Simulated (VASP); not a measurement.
# Sn (Im-3m) in VASP: single point with HSE06

Aim: the single point of Sn with HSE06.

Program: VASP 6.6.1. These are calculated values, not measurements. Logs are shortened: lines on timing, memory, paths and dates and some standing lists are left out, and cuts for length are marked.

**1. The cell of the first run**

It takes space group Im-3m (No. 229, cubic). Conventional cell: a = 3.898 Å, b = 3.898 Å, c = 3.898 Å, α = 90.00°, β = 90.00°, γ = 90.00°. Within 4.4 Å of Sn (site symmetry m-3m) lie 14 Sn at 3.38 to 3.90 Å.

This isn't the form of Sn at room conditions, which is tetragonal (white tin).

**2. Single point, HSE06**

Contents of POSCAR:

```
Sn
1.0
   -1.9490616821      1.9490616821      1.9490616821
    1.9490616821     -1.9490616821      1.9490616821
    1.9490616821      1.9490616821     -1.9490616821
Sn
1
Direct
    0.0000000000      0.0000000000      0.0000000000
```

Contents of INCAR.step1:

```
PREC = Accurate
ENCUT = 520
EDIFF = 1E-5
ISMEAR = -1
SIGMA = 0.05
LREAL = False
LASPH = True
NELM = 100
ALGO = Normal
ISIF = 2
LWAVE = True
LCHARG = False
NBANDS = 13
GGA = PE
```

Contents of INCAR.step2:

```
PREC = Accurate
ENCUT = 520
EDIFF = 1E-6
ISMEAR = -1
SIGMA = 0.05
LREAL = False
LASPH = True
NELM = 100
ALGO = Normal
ISIF = 2
LWAVE = False
LCHARG = False
GGA = PE
LHFCALC = True
HFSCREEN = 0.2079
PRECFOCK = Normal
NBANDS = 13
ISTART = 1
```

Contents of KPOINTS:

```
Automatic mesh
0
Gamma
  5 5 5
```

Potentials or basis: VASP PAW PBE potentials, release 64 (Sn_d).

Run with:

```sh
$ cat potpaw_PBE.64/Sn_d/POTCAR > POTCAR
$ cp INCAR.step1 INCAR
$ mpirun -np 1 vasp_std > vasp.out
$ cp INCAR.step2 INCAR
$ mpirun -np 1 vasp_std > vasp.out
```

OUTCAR:

```text
PREC = Accurate
   ENCUT = 520
   EDIFF = 1E-6
   ISMEAR = -1
   LREAL = False
   LASPH = True
   NELM = 100
   ISIF = 2
   GGA = PE
   LHFCALC = True
   HFSCREEN = 0.2079
   PRECFOCK = Normal
   ISTART = 1

 ion  position               nearest neighbor table
   1  0.000  0.000  0.000-

  LATTYP: Found a body centered cubic cell.
 ALAT       =     3.8981233642

  Lattice vectors:

 A1 = (  -1.9490616821,   1.9490616821,   1.9490616821)
 A2 = (   1.9490616821,  -1.9490616821,   1.9490616821)
 A3 = (   1.9490616821,   1.9490616821,  -1.9490616821)

Analysis of symmetry for initial positions (statically):
=====================================================================
 Subroutine PRICEL returns:
 Original cell was already a primitive cell.

 Routine SETGRP: Setting up the symmetry group for a
 body centered cubic supercell.

 Subroutine GETGRP returns: Found 48 space group operations
 (whereof 48 operations were pure point group operations)
 out of a pool of 48 trial point group operations.

The static configuration has the point symmetry O_h .

Analysis of symmetry for dynamics (positions and initial velocities):
=====================================================================
 Subroutine PRICEL returns:
 Original cell was already a primitive cell.

 Routine SETGRP: Setting up the symmetry group for a
 body centered cubic supercell.

 Subroutine GETGRP returns: Found 48 space group operations
 (whereof 48 operations were pure point group operations)
 out of a pool of 48 trial point group operations.

The dynamic configuration has the point symmetry O_h .

 Subroutine INISYM returns: Found 48 space group operations
 (whereof 48 operations are pure point group operations),
 and found     1 'primitive' translations

----------------------------------------------------------------------------------------

                                     Primitive cell

  volume of cell :      29.6167

  direct lattice vectors                    reciprocal lattice vectors
    -1.949061682  1.949061682  1.949061682     0.000000000  0.256533698  0.256533698
     1.949061682 -1.949061682  1.949061682     0.256533698  0.000000000  0.256533698
     1.949061682  1.949061682 -1.949061682     0.256533698  0.256533698  0.000000000

  length of vectors
     3.375873860  3.375873860  3.375873860     0.362793434  0.362793434  0.362793434

  position of ions in fractional coordinates (direct lattice)
     0.000000000  0.000000000  0.000000000

  ion indices of the primitive-cell ions
   primitive index   ion index
                 1           1

----------------------------------------------------------------------------------------

 KPOINTS: Automatic mesh

Automatic generation of k-mesh.
 Grid dimensions read from file:
 generate k-points for:    5    5    5

 Generating k-lattice:

  Cartesian coordinates                     Fractional coordinates (reciprocal lattice)
     0.000000000  0.051306740  0.051306740     0.200000000  0.000000000  0.000000000
     0.051306740  0.000000000  0.051306740     0.000000000  0.200000000  0.000000000
     0.051306740  0.051306740  0.000000000     0.000000000  0.000000000  0.200000000

  Length of vectors
     0.072558687  0.072558687  0.072558687

  Shift w.r.t. Gamma in fractional coordinates (k-lattice)
     0.000000000  0.000000000  0.000000000

 Subroutine IBZKPT returns following result:
 ===========================================

 Found     10 irreducible k-points:

 Following reciprocal coordinates:
            Coordinates               Weight
  0.000000  0.000000  0.000000      1.000000
  0.200000  0.000000  0.000000     12.000000
  0.400000  0.000000  0.000000     12.000000
  0.200000  0.200000  0.000000     24.000000
  0.400000  0.200000 -0.000000     24.000000
  0.200000  0.200000  0.200000      8.000000
 -0.200000  0.200000  0.200000      6.000000
 -0.400000  0.400000  0.200000     24.000000
 -0.400000 -0.400000  0.200000      8.000000
 -0.400000  0.400000  0.400000      6.000000
   k-points           NKPTS =     10   k-points in BZ     NKDIM =    125   number of bands    NBANDS=     13
   number of dos      NEDOS =    301   number of ions     NIONS =      1
   total plane-waves  NPLWV =  21952
   dimension x,y,z NGX =    28 NGY =   28 NGZ =   28
   dimension x,y,z NGXF=    56 NGYF=   56 NGZF=   56
   ions per type =               1
   NGX,Y,Z   is equivalent  to a cutoff of  13.79, 13.79, 13.79 a.u.
   NGXF,Y,Z  is equivalent  to a cutoff of  27.58, 27.58, 27.58 a.u.
 SYSTEM =  unknown system
   PREC   = accura    normal or accurate (medium, high low for compatibility)
   ISTART =      1    job   : 0-new  1-cont  2-samecut
   ICHARG =      0    charge: 1-file 2-atom 10-const
   ISPIN  =      1    spin polarized calculation?
   LNONCOLLINEAR =      F non collinear calculations
   LSORBIT =      F    spin-orbit coupling
   LASPH  =      T    aspherical Exc in radial PAW
   ENCUT  =  520.0 eV  38.22 Ry    6.18 a.u.   6.28  6.28  6.28*2*pi/ulx,y,z
   NELM   =    100;   NELMIN=  2; NELMDL=  0     # of ELM steps
   EDIFF  = 0.1E-05   stopping-criterion for ELM
   LREAL  =      F    real-space projection
   EDIFFG = 0.1E-04   stopping-criterion for IOM
   NSW    =      0    number of steps for IOM
   IBRION =     -1    ionic relax: 0-MD 1-quasi-New 2-CG
   NFREE  =      0    steps in history (QN), initial steepest desc. (CG)
   ISIF   =      2    stress and relaxation
   ISYM   =      3    0-nonsym 1-usesym 2-fastsym
   POTIM  = 0.5000    time-step for ionic-motion
   TEBEG  =    0.0;   TEEND  =   0.0 temperature during run
   PSTRESS=    0.0 pullay stress
   NELECT =      14.0000    total number of electrons
   NUPDOWN=      -1.0000    fix difference up-down
   EMIN   =  10.00;   EMAX   =-10.00  energy-range for DOS
   EFERMI =   0.00;   METHOD = LEGACY
   ISMEAR =    -1;   SIGMA  =   0.05  broadening in eV -4-tet -1-fermi 0-gaus
   EFERMI_NEDOS =   21; number of points for ismear=-14 and -15
   IALGO  =     38    algorithm
   IMIX   =      1    mixing-type and parameters
     AMIX     =   0.40;   BMIX     =  1.00
     AMIX_MAG =   1.60;   BMIX_MAG =  1.00
  volume/ion in A,a.u.               =      29.62       199.86
  Fermi-wavevector in a.u.,A,eV,Ry     =   1.275279  2.409928 22.127657  1.626337
  Thomas-Fermi vector in A             =   2.408000
   LORBIT       =      0    0 simple, 1 ext, 2 COOP (PROOUT), +10 PAW based schemes
   GGA     = PE    functional components
   LHFCALC =     T    Hartree Fock is set to
   PRECFOCK=normal    Normal, Fast or Accurate (Low or Medium for compatibility)
   ENCUT4O =  -1.0   cutoff for four orbital integrals eV
   NKREDX  =     1    reduce k-point grid by
   NKREDY  =     1    reduce k-point grid by
   NKREDZ  =     1    reduce k-point grid by
   AEXX    =    0.2500 exact exchange contribution
   HFSCREEN=    0.2079 screening length (either q_TF or 0.3 A-1)
   HFSCREENC=   0.2079 screening length for correlation (either q_TF or 0.3 A-1)
   ENCUTFOCK=  -1.0 apply spherical cutoff to Coloumb kernel
   IVDW    =     0    specifies the selected vdW correction
   LEPSILON=     F    determine dielectric tensor
   LRPA    =     F    only Hartree local field effects (RPA)
 non-spin polarized calculation
  energy-cutoff  :      520.00
  volume of cell :       29.62
 maximum number of plane-waves:       802
 NGX is ok and might be reduce to    28
  NGX = 20; NGY = 20; NGZ = 20

 number of electron      14.0000007 magnetization

 Free energy of the ion-electron system (eV)
  ---------------------------------------------------
  ext. energy  EPLUGINS =         0.00000000
  ---------------------------------------------------
  free energy    TOTEN  =        -4.11324012 eV

  energy without entropy =       -4.09414530  energy(sigma->0) =       -4.10369271

 E-fermi :   7.1424     XC(G=0):  -8.2646

 val. band max:        7.1385975521   @ k =  -0.4000   0.4000   0.4000
 cond. band min:       7.2260222000   @ k =   0.2000   0.2000   0.2000
 fundamental gap:      0.0874246479
 Fermi energy:         7.1424413841

 k-point     1 :       0.0000    0.0000    0.0000
  band No.  band energies     occupation
      1     -16.7139      2.00000
      2     -16.7139      2.00000
      3     -16.7139      2.00000
      4     -16.6034      2.00000
      5     -16.6034      2.00000
      6      -4.7512      2.00000
      7      15.0961      0.00000
      8      15.0961      0.00000
      9      15.0961      0.00000
     10      19.7465      0.00000
     11      19.7465      0.00000
     12      19.7465      0.00000
     13      19.9482      0.00000

 k-point     2 :       0.2000    0.0000    0.0000
  band No.  band energies     occupation
      1     -16.7262      2.00000
      2     -16.6979      2.00000
      3     -16.6537      2.00000
      4     -16.6153      2.00000
      5     -16.6058      2.00000
      6      -3.8416      2.00000
      7      10.1933      0.00000
      8      13.0001      0.00000
      9      14.1970      0.00000
     10      16.6743      0.00000
     11      17.0998      0.00000
     12      19.4344      0.00000
     13      21.1712      0.00000

 k-point     3 :       0.4000    0.0000    0.0000
  band No.  band energies     occupation
      1     -16.7462      2.00000
      2     -16.6961      2.00000
      3     -16.6133      2.00000
      4     -16.6096      2.00000
      5     -16.5543      2.00000
      6      -1.1903      2.00000
      7       4.1564      2.00000
      8      11.1108      0.00000
      9      12.9832      0.00000
     10      15.2815      0.00000
     11      15.7470      0.00000
     12      21.4417      0.00000
     13      22.8054      0.00000
[... 81 lines left out ...]
 k-point     9 :      -0.4000   -0.4000    0.2000
  band No.  band energies     occupation
      1     -16.6817      2.00000
      2     -16.6817      2.00000
      3     -16.6602      2.00000
      4     -16.5678      2.00000
      5     -16.5678      2.00000
      6       1.7083      2.00000
      7       5.0598      2.00000
      8       5.0598      2.00000
      9      11.4662      0.00000
     10      15.0531      0.00000
     11      15.0531      0.00000
     12      18.7226      0.00000
     13      26.0170      0.00000

 k-point    10 :      -0.4000    0.4000    0.4000
  band No.  band energies     occupation
      1     -16.7154      2.00000
      2     -16.7041      2.00000
      3     -16.5735      2.00000
      4     -16.5735      2.00000
      5     -16.5685      2.00000
      6       2.1040      2.00000
      7       6.9158      1.97874
      8       7.1386      1.03843
      9       7.1386      1.03842
     10      11.5457      0.00000
     11      13.7987      0.00000
     12      24.4543      0.00000
     13      25.2819      0.00000

------------------------ aborting loop because EDIFF is reached ----------------------------------------

  FORCE on cell =-STRESS in cart. coord.  units (eV):
  Direction    XX          YY          ZZ          XY          YZ          ZX
  --------------------------------------------------------------------------------------
  -------------------------------------------------------------------------------------
  Total       -0.0102320     -0.0102320     -0.0102320      0.0000000     -0.0000000     -0.0000000
  in kB       -0.5535201     -0.5535201     -0.5535201      0.0000000     -0.0000000     -0.0000000
  external PRESSURE =      -0.5535201 kB  Pullay stress =       0.0000000 kB

 VOLUME and BASIS-vectors are now :
 -----------------------------------------------------------------------------
  energy-cutoff  :      520.00
  volume of cell :       29.62
      direct lattice vectors                 reciprocal lattice vectors
    -1.949061682  1.949061682  1.949061682     0.000000000  0.256533698  0.256533698
     1.949061682 -1.949061682  1.949061682     0.256533698  0.000000000  0.256533698
     1.949061682  1.949061682 -1.949061682     0.256533698  0.256533698  0.000000000

 POSITION                                       TOTAL-FORCE (eV/Angst)
 -----------------------------------------------------------------------------------
      0.00000      0.00000      0.00000        -0.000000      0.000000     -0.000000
 -----------------------------------------------------------------------------------
    total drift:                                0.000000     -0.000000      0.000000

  FREE ENERGIE OF THE ION-ELECTRON SYSTEM (eV)
  ---------------------------------------------------
  free  energy   TOTEN  =        -4.1132401234 eV

  energy  without entropy=       -4.0941452951  energy(sigma->0) =       -4.10369271
```

It took 5.9 min on 1 thread of Intel Xeon Platinum 8488C (Sapphire Rapids), shared host; peak memory 0.26 GiB.

What came out:

| Quantity | Value |
| --- | --- |
| Free energy | -4.1132 eV |
| Pressure | -0.1 GPa |
| Band gap on the k mesh | zero (bands 7 and 8 overlap by 10.04 eV) |

Caveat: the k points lie up to 0.46 Å⁻¹ apart, too coarse for converged energies and pressures of a metal; the PAW data sets were made with another functional, which shifts forces and pressure a little; spin-orbit coupling is left out, which moves the levels of the heavy elements.
